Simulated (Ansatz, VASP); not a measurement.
**Two plane-wave programs on MnHg**

```
Hg Mn
1.0
    -3.32500    0.00000   -3.32500
     0.00000   -3.32500    0.00000
    -3.32500    0.00000    3.32500
Hg Mn
2 2
Cartesian
  0.0000 0.0000 0.0000
  -3.3250 0.0000 0.0000
  -1.6625 -1.6625 1.6625
  -1.6625 -1.6625 -1.6625
```

Change from the starting cell: moments +- scaled by 1.4, plain SCF.

Alike in both runs: task single point; functional LDA; k mesh 6 × 8 × 6; occupations fermi-dirac, width 0.1 eV; collinear spin.

```csv
,VASP,Ansatz
version,VASP 6.6.1,Ansatz 0.2.0
potentials or method,"VASP PAW LDA potentials, release 64 (Hg, Mn_pv), cutoff 520 eV","PAW, plane waves, scalar-relativistic"
valence electrons in the cell,50,70
```

Ansatz gave:

- pressure (GPa): -9.4
- traceless stress, the component that is largest in VASP (GPa): -0.75
- net moment per atom (μB): 0.00
- size of the moment on the site where the two differ most (μB): 3.78

Question: Which values does VASP return?

Answer: Pressure (GPa): -9.3; traceless stress, the component that is largest in VASP (GPa): -0.75; net moment per atom (μB): 0.00; size of the moment on the site where the two differ most (μB): 3.66.

LDA's correlation is that of Perdew and Zunger in VASP and of Perdew and Wang (1992) in Ansatz. Site moments also hang on the region over which each program counts them. VASP's potentials hold 50 valence electrons a cell and Ansatz's 70, so a difference there can come from the potentials and not from the codes.

Spin-orbit coupling is off throughout.
